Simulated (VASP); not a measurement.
# Be16CO in VASP: further runs

The runs below take Be16CO through single point, with PBE.

All numbers are computed with VASP 6.6.1; they aren't measurements. Logs are shortened: lines on timing, memory, paths and dates and some standing lists are left out, and cuts for length are marked.

### 1 The cell of the first run

The cell holds a slab with vacuum, 18 atoms: a = 4.525 Å, b = 4.525 Å, c = 23.476 Å, α = 90.00°, β = 90.00°, γ = 120.00°.

### 2 Single point, PBE

Input file INCAR:

```
SYSTEM = Be16CO
PREC = Accurate
ENCUT = 520
EDIFF = 1E-7
ISMEAR = 0
SIGMA = 0.1
LREAL = Auto
LASPH = .TRUE.
NELM = 80
ALGO = Normal
ISIF = 2
LWAVE = .FALSE.
LCHARG = .FALSE.
LDIPOL = .TRUE.
IDIPOL = 3
DIPOL = 0.5 0.5 0.313
GGA = PE
NBANDS = 36
```

Input file KPOINTS:

```
Automatic mesh
0
G
  6 6 1
  0 0 0
```

Input file POSCAR:

```
Be16CO
1.0
    4.5254381410      0.0000000000      0.0000000000
   -2.2627190705      3.9191443934      0.0000000000
    0.0000000000      0.0000000000     23.4761687145
Be C O
16 1 1
Direct
    0.3333333333      0.1666666667      0.1703855535
    0.3333333333      0.6666666667      0.1703855535
    0.8333333333      0.1666666667      0.1703855535
    0.8333333333      0.6666666667      0.1703855535
    0.1666666667      0.3333333333      0.2463521558
    0.1666666667      0.8333333333      0.2463521558
    0.6666666667      0.3333333333      0.2463521558
    0.6666666667      0.8333333333      0.2463521558
    0.3333333333      0.1666666667      0.3241941575
    0.3333333333      0.6666666667      0.3241941575
    0.8333333333      0.1666666667      0.3241941575
    0.8333333333      0.6666666667      0.3241941575
    0.1666666667      0.3333333333      0.4036505628
    0.1666666667      0.8333333333      0.4036505628
    0.6666666667      0.3333333333      0.4036505628
    0.6666666667      0.8333333333      0.4036505628
    0.1666666667      0.3333333333      0.5088636421
    0.2406624093      0.2593375907      0.5516555252
```

Potentials or basis: VASP PAW PBE potentials, release 64 (Be, C, O).

Launch:

```sh
$ cat potpaw_PBE.64/Be/POTCAR potpaw_PBE.64/C/POTCAR potpaw_PBE.64/O/POTCAR > POTCAR
$ mpirun -np 1 vasp_std > vasp.out
```

OUTCAR:

```text
SYSTEM = Be16CO
   PREC = Accurate
   ENCUT = 520
   EDIFF = 1E-7
   ISMEAR = 0
   LREAL = Auto
   LASPH = .TRUE.
   NELM = 80
   ISIF = 2
   GGA = PE

 ion  position               nearest neighbor table
   1  0.333  0.167  0.170-   5 2.21   7 2.21   6 2.21   3 2.26   3 2.26   2 2.26   2 2.26   4 2.26
                             4 2.26
   2  0.333  0.667  0.170-   6 2.21   8 2.21   5 2.21   4 2.26   4 2.26   3 2.26   1 2.26   1 2.26
                             3 2.26
   3  0.833  0.167  0.170-   7 2.21   5 2.21   8 2.21   1 2.26   1 2.26   2 2.26   4 2.26   4 2.26
                             2 2.26
   4  0.833  0.667  0.170-   8 2.21   6 2.21   7 2.21   2 2.26   2 2.26   1 2.26   3 2.26   3 2.26
                             1 2.26
   5  0.167  0.333  0.246-   1 2.21   3 2.21   2 2.21   9 2.25  11 2.25  10 2.25   7 2.26   7 2.26
                             6 2.26   6 2.26   8 2.26   8 2.26
   6  0.167  0.833  0.246-   2 2.21   4 2.21   1 2.21  10 2.25  12 2.25   9 2.25   8 2.26   8 2.26
                             7 2.26   5 2.26   5 2.26   7 2.26
   7  0.667  0.333  0.246-   3 2.21   1 2.21   4 2.21  11 2.25   9 2.25  12 2.25   5 2.26   5 2.26
                             6 2.26   8 2.26   8 2.26   6 2.26
   8  0.667  0.833  0.246-   4 2.21   2 2.21   3 2.21  12 2.25  10 2.25  11 2.25   6 2.26   6 2.26
                             5 2.26   7 2.26   7 2.26   5 2.26
   9  0.333  0.167  0.324-   5 2.25   7 2.25   6 2.25  11 2.26  11 2.26  12 2.26  10 2.26  10 2.26
                            12 2.26  13 2.28  15 2.28  14 2.28
  10  0.333  0.667  0.324-   6 2.25   8 2.25   5 2.25  12 2.26  12 2.26   9 2.26   9 2.26  11 2.26
                            11 2.26  14 2.28  16 2.28  13 2.28
  11  0.833  0.167  0.324-   7 2.25   5 2.25   8 2.25   9 2.26   9 2.26  12 2.26  12 2.26  10 2.26
                            10 2.26  15 2.28  13 2.28  16 2.28
  12  0.833  0.667  0.324-   8 2.25   6 2.25   7 2.25  10 2.26  10 2.26  11 2.26  11 2.26   9 2.26
                             9 2.26  16 2.28  14 2.28  15 2.28
  13  0.167  0.333  0.404-  15 2.26  15 2.26  16 2.26  14 2.26  14 2.26  16 2.26   9 2.28  11 2.28
                            10 2.28
  14  0.167  0.833  0.404-  16 2.26  16 2.26  13 2.26  13 2.26  15 2.26  15 2.26  10 2.28  12 2.28
                             9 2.28
  15  0.667  0.333  0.404-  13 2.26  13 2.26  16 2.26  16 2.26  14 2.26  14 2.26  11 2.28   9 2.28
                            12 2.28
  16  0.667  0.833  0.404-  14 2.26  14 2.26  15 2.26  15 2.26  13 2.26  13 2.26  12 2.28  10 2.28
                            11 2.28
  17  0.167  0.333  0.509-  18 1.16
  18  0.241  0.259  0.552-  17 1.16

  LATTYP: Found a hexagonal cell.
 ALAT       =     4.5254381410
 C/A-ratio  =     5.1876012848

  Lattice vectors:

 A1 = (   4.5254381410,   0.0000000000,   0.0000000000)
 A2 = (  -2.2627190705,   3.9191443934,   0.0000000000)
 A3 = (   0.0000000000,   0.0000000000,  23.4761687145)

Analysis of symmetry for initial positions (statically):
=====================================================================
 Subroutine PRICEL returns:
 Original cell was already a primitive cell.

 Routine SETGRP: Setting up the symmetry group for a
 hexagonal supercell.

 Subroutine GETGRP returns: Found  2 space group operations
 (whereof  1 operations were pure point group operations)
 out of a pool of 24 trial point group operations.

The static configuration has the point symmetry C_1 .
 The point group associated with its full space group is C_1h.

Analysis of symmetry for dynamics (positions and initial velocities):
=====================================================================
 Subroutine PRICEL returns:
 Original cell was already a primitive cell.

 Routine SETGRP: Setting up the symmetry group for a
 hexagonal supercell.

 Subroutine GETGRP returns: Found  2 space group operations
 (whereof  1 operations were pure point group operations)
 out of a pool of 24 trial point group operations.

The dynamic configuration has the point symmetry C_1 .
 The point group associated with its full space group is C_1h.

 Subroutine INISYM returns: Found  2 space group operations
 (whereof  1 operations are pure point group operations),
 and found     1 'primitive' translations

----------------------------------------------------------------------------------------

                                     Primitive cell

  volume of cell :     416.3697

  direct lattice vectors                    reciprocal lattice vectors
     4.525438141  0.000000000  0.000000000     0.220973079  0.127578867  0.000000000
    -2.262719071  3.919144393  0.000000000     0.000000000  0.255157733  0.000000000
     0.000000000  0.000000000 23.476168715     0.000000000  0.000000000  0.042596388

  length of vectors
     4.525438141  4.525438141 23.476168715     0.255157733  0.255157733  0.042596388

  position of ions in fractional coordinates (direct lattice)
     0.333333333  0.166666667  0.170385553
     0.333333333  0.666666667  0.170385553
     0.833333333  0.166666667  0.170385553
     0.833333333  0.666666667  0.170385553
     0.166666667  0.333333333  0.246352156
     0.166666667  0.833333333  0.246352156
[... 10 lines left out ...]
     0.166666667  0.333333333  0.508863642
     0.240662409  0.259337591  0.551655525

  ion indices of the primitive-cell ions
   primitive index   ion index
                 1           1
                 2           2
                 3           3
                 4           4
                 5           5
                 6           6
[... 10 lines left out ...]
                17          17
                18          18

----------------------------------------------------------------------------------------

 KPOINTS: Automatic mesh

Automatic generation of k-mesh.
 Grid dimensions read from file:
 generate k-points for:    6    6    1

 Generating k-lattice:

  Cartesian coordinates                     Fractional coordinates (reciprocal lattice)
     0.036828847  0.021263144  0.000000000     0.166666667  0.000000000  0.000000000
     0.000000000  0.042526289  0.000000000     0.000000000  0.166666667  0.000000000
     0.000000000  0.000000000  0.042596388     0.000000000  0.000000000  1.000000000

  Length of vectors
     0.042526289  0.042526289  0.042596388

  Shift w.r.t. Gamma in fractional coordinates (k-lattice)
     0.000000000  0.000000000  0.000000000

 Subroutine IBZKPT returns following result:
 ===========================================

 Found     13 irreducible k-points:

 Following reciprocal coordinates:
            Coordinates               Weight
  0.000000  0.000000  0.000000      1.000000
  0.166667  0.000000  0.000000      4.000000
 -0.166667  0.166667  0.000000      2.000000
  0.333333  0.000000  0.000000      4.000000
 -0.333333  0.333333  0.000000      2.000000
  0.500000  0.000000  0.000000      2.000000
  0.500000  0.500000  0.000000      1.000000
  0.166667  0.166667  0.000000      2.000000
 -0.166667  0.333333  0.000000      4.000000
  0.333333  0.166667  0.000000      4.000000
 -0.166667  0.500000  0.000000      4.000000
  0.500000  0.333333  0.000000      4.000000
  0.333333  0.333333  0.000000      2.000000
   k-points           NKPTS =     13   k-points in BZ     NKDIM =     13   number of bands    NBANDS=     36
   number of dos      NEDOS =    301   number of ions     NIONS =     18
   total plane-waves  NPLWV = 233280
   dimension x,y,z NGX =    36 NGY =   36 NGZ =  180
   dimension x,y,z NGXF=    72 NGYF=   72 NGZF=  360
   ions per type =              16   1   1
   NGX,Y,Z   is equivalent  to a cutoff of  13.22, 13.22, 12.75 a.u.
   NGXF,Y,Z  is equivalent  to a cutoff of  26.45, 26.45, 25.49 a.u.
 SYSTEM =  Be16CO
   PREC   = accura    normal or accurate (medium, high low for compatibility)
   ISTART =      0    job   : 0-new  1-cont  2-samecut
   ICHARG =      2    charge: 1-file 2-atom 10-const
   ISPIN  =      1    spin polarized calculation?
   LNONCOLLINEAR =      F non collinear calculations
   LSORBIT =      F    spin-orbit coupling
   LASPH  =      T    aspherical Exc in radial PAW
   ENCUT  =  520.0 eV  38.22 Ry    6.18 a.u.   8.41  8.41 43.65*2*pi/ulx,y,z
   NELM   =     80;   NELMIN=  2; NELMDL= -5     # of ELM steps
   EDIFF  = 0.1E-06   stopping-criterion for ELM
   LREAL  =      T    real-space projection
   EDIFFG = 0.1E-05   stopping-criterion for IOM
   NSW    =      0    number of steps for IOM
   IBRION =     -1    ionic relax: 0-MD 1-quasi-New 2-CG
   NFREE  =      0    steps in history (QN), initial steepest desc. (CG)
   ISIF   =      2    stress and relaxation
   ISYM   =      2    0-nonsym 1-usesym 2-fastsym
   POTIM  = 0.5000    time-step for ionic-motion
   TEBEG  =    0.0;   TEEND  =   0.0 temperature during run
   PSTRESS=    0.0 pullay stress
   NELECT =      42.0000    total number of electrons
   NUPDOWN=      -1.0000    fix difference up-down
   EMIN   =  10.00;   EMAX   =-10.00  energy-range for DOS
   EFERMI =   0.00;   METHOD = LEGACY
   ISMEAR =     0;   SIGMA  =   0.10  broadening in eV -4-tet -1-fermi 0-gaus
   EFERMI_NEDOS =   21; number of points for ismear=-14 and -15
   IALGO  =     38    algorithm
   IMIX   =      4    mixing-type and parameters
     AMIX     =   0.40;   BMIX     =  1.00
     AMIX_MAG =   1.60;   BMIX_MAG =  1.00
  volume/ion in A,a.u.               =      23.13       156.10
  Fermi-wavevector in a.u.,A,eV,Ry     =   0.762076  1.440115  7.901715  0.580760
  Thomas-Fermi vector in A             =   1.861457
   LORBIT       =      0    0 simple, 1 ext, 2 COOP (PROOUT), +10 PAW based schemes
   GGA     = PE    functional components
   LHFCALC =     F    Hartree Fock is set to
   AEXX    =    0.0000 exact exchange contribution
   IVDW    =     0    specifies the selected vdW correction
   LEPSILON=     F    determine dielectric tensor
   LRPA    =     F    only Hartree local field effects (RPA)
 non-spin polarized calculation
 Gauss-broadening in eV      SIGMA  =   0.10
  energy-cutoff  :      520.00
  volume of cell :      416.37
 maximum number of plane-waves:     11313
 NGX is ok and might be reduce to    36
   NGX = 17   NGY = 17   NGZ = 87

 dipolmoment           0.000000      0.000000      0.171974 electrons x Angstroem

 number of electron      41.9999997 magnetization

 dipolmoment           0.000000      0.000000     -0.014718 electrons x Angstroem

 Free energy of the ion-electron system (eV)
  ---------------------------------------------------
  ext. energy  EPLUGINS =         0.00000000
  ---------------------------------------------------
  free energy    TOTEN  =       -70.84274597 eV

  energy without entropy =      -70.79641557  energy(sigma->0) =      -70.81958077

 E-fermi :  -1.2783     XC(G=0):  -4.7425

 val. band max:       -1.2811778816   @ k =  -0.3333   0.3333   0.0000
 cond. band min:      -1.2769668790   @ k =   0.3333   0.0000   0.0000
 fundamental gap:      0.0042110026
 Fermi energy:        -1.2783334378

 k-point     1 :       0.0000    0.0000    0.0000
  band No.  band energies     occupation
      1     -25.2429      2.00000
      2     -11.3111      2.00000
      3     -10.3861      2.00000
      4      -9.9208      2.00000
      5      -8.0185      2.00000
      6      -7.7860      2.00000
[... 25 lines left out ...]
     32       3.2168      0.00000
     33       3.7613      0.00000
[... 400 lines left out ...]
      2     -10.3547      2.00000
      3      -8.9079      2.00000
      4      -8.8785      2.00000
      5      -8.8753      2.00000
      6      -7.9366      2.00000
[... 25 lines left out ...]
     32       4.3070      0.00000
     33       4.4110      0.00000
 [bands above 33 left out]

------------------------ aborting loop because EDIFF is reached ----------------------------------------

 vacuum level on the upper side and lower side of the slab       (xc-potential included)        -0.149        -0.000

  FORCE on cell =-STRESS in cart. coord.  units (eV):
  Direction    XX          YY          ZZ          XY          YZ          ZX
  --------------------------------------------------------------------------------------
  -------------------------------------------------------------------------------------
  Total       -6.6654579     -6.4565469     -0.4231652      0.1809222      0.1728431     -0.2993843
  in kB      -25.6484694    -24.8445866     -1.6283263      0.6961830      0.6650947     -1.1520213
  external PRESSURE =     -17.3737941 kB  Pullay stress =       0.0000000 kB

 VOLUME and BASIS-vectors are now :
 -----------------------------------------------------------------------------
  energy-cutoff  :      520.00
  volume of cell :      416.37
      direct lattice vectors                 reciprocal lattice vectors
     4.525438141  0.000000000  0.000000000     0.220973079  0.127578867  0.000000000
    -2.262719071  3.919144393  0.000000000     0.000000000  0.255157733  0.000000000
     0.000000000  0.000000000 23.476168715     0.000000000  0.000000000  0.042596388

 POSITION                                       TOTAL-FORCE (eV/Angst)
 -----------------------------------------------------------------------------------
      1.13136      0.65319      4.00000        -0.016988      0.009808     -0.217515
     -0.00000      2.61276      4.00000        -0.002431     -0.013518     -0.185612
      3.39408      0.65319      4.00000         0.010492      0.008865     -0.185612
      2.26272      2.61276      4.00000         0.009653     -0.005573     -0.220134
      0.00000      1.30638      5.78340         0.007902     -0.004562      0.347724
     -1.13136      3.26595      5.78340        -0.002743      0.008380      0.246043
[... 10 lines left out ...]
      0.00000      1.30638     11.94617         0.586667     -0.338712      0.949504
      0.50229      1.01638     12.95076        -0.501351      0.289455     -0.976810
 -----------------------------------------------------------------------------------
    total drift:                                0.001470     -0.000849     -0.002230

  FREE ENERGIE OF THE ION-ELECTRON SYSTEM (eV)
  ---------------------------------------------------
  free  energy   TOTEN  =       -70.8427459668 eV

  energy  without entropy=      -70.7964155702  energy(sigma->0) =      -70.81958077

 vacuum level on the upper side and lower side of the slab         3.867         4.017
```

It took 8.5 min on 1 thread of AMD EPYC 9R45 (Zen 5), shared host; peak memory 0.5 GiB.

Results:

```
Free energy            : -70.8427 eV
Largest force          : 1.166 eV/Å
Band gap on the k mesh : zero (band 21 reaches -0.71 eV, above the bottom of band 22 at -2.76 eV)
```

Forces in eV/Å, atoms in the order of the input:
```
Be  -0.017  0.010 -0.218
Be  -0.002 -0.014 -0.186
Be   0.010  0.009 -0.186
Be   0.010 -0.006 -0.220
Be   0.008 -0.005  0.348
Be  -0.003  0.008  0.246
Be  -0.009 -0.002  0.246
Be   0.000  0.000  0.219
Be   0.128 -0.074 -0.064
Be   0.009  0.134  0.063
Be  -0.112 -0.075  0.063
Be  -0.024  0.014 -0.140
Be   0.041 -0.024  0.714
Be  -0.028  0.140 -0.293
Be  -0.136 -0.046 -0.293
Be   0.039 -0.023 -0.271
C    0.587 -0.339  0.950
O   -0.501  0.289 -0.977
```

### 3 Single point, PBE

Input file INCAR:

```
SYSTEM = Be16CO
ALGO = Normal ; DIPOL = 0.5 0.5 0.307
EDIFF = 1E-7 ; ENCUT = 520
GGA = PE ; IDIPOL = 3
ISIF = 2 ; ISMEAR = 0
LASPH = .TRUE. ; LCHARG = .TRUE.
LDIPOL = .TRUE. ; LELF = .TRUE.
LREAL = Auto ; LVACPOTAV = .TRUE.
LVHAR = .TRUE. ; LWAVE = .FALSE.
NBANDS = 36 ; NELM = 60
PREC = Accurate ; SIGMA = 0.1
```

Input file KPOINTS:

```
k-points
0
G
  6 6 1
  0 0 0
```

POSCAR: that of step 2 with these lines changed.

```diff
@@ -24,3 +24,3 @@
     0.6666666667      0.8333333333      0.4036505628
-    0.1666666667      0.3333333333      0.5088636421
-    0.2406624093      0.2593375907      0.5516555252
+    0.1666666667      0.3333333333      0.4641374343
+    0.2948310525      0.2051689475      0.4888433396
```

Potentials or basis: VASP PAW PBE potentials, release 64 (Be, C, O).

Launch:

```sh
$ cat potpaw_PBE.64/Be/POTCAR potpaw_PBE.64/C/POTCAR potpaw_PBE.64/O/POTCAR > POTCAR
$ mpirun -np 1 vasp_std > vasp.out
```

Wall time 9.7 min (1 thread of AMD EPYC 9R45 (Zen 5), shared host); peak memory 0.52 GiB.

It converged, with:

| Quantity | Value |
| --- | --- |
| Free energy | -68.4962 eV |
| Largest force | 8.259 eV/Å |
| Band gap on the k mesh | zero (band 21 reaches -0.69 eV, above the bottom of band 22 at -1.89 eV) |

Forces on the atoms (eV/Å):
```
Be  -0.053  0.031 -0.091
Be  -0.051 -0.091 -0.138
Be   0.053  0.090 -0.138
Be   0.034 -0.020 -0.110
Be   0.006 -0.003  0.510
Be  -0.047 -0.028  0.284
Be   0.001  0.055  0.284
Be   0.068 -0.039  0.071
Be   0.108 -0.062  0.208
Be  -0.035  0.124  0.045
Be  -0.125 -0.032  0.045
Be  -0.025  0.015 -0.118
Be  -1.315  0.759 -8.118
Be  -0.085 -0.103 -0.756
Be   0.047  0.125 -0.756
Be  -0.046  0.027 -0.535
C    0.220 -0.127  4.077
O    1.247 -0.720  5.238
```

Levels at points of the mesh, in eV from the Fermi level:
```csv
k point,band 17,band 18,band 19,band 20,band 21,band 22,band 23,band 24,band 25,band 26
"(0.00, 0.00, 0.00)",-2.16,-1.92,-1.80,-1.79,-1.78,-0.92,0.34,1.58,2.64,2.72
"(0.50, 0.00, 0.00)",-1.57,-1.36,-0.85,-0.20,0.16,0.72,0.98,1.90,2.29,3.05
"(0.50, 0.50, 0.00)",-1.67,-1.34,-0.88,0.09,0.28,0.49,0.77,1.96,2.59,3.05
```
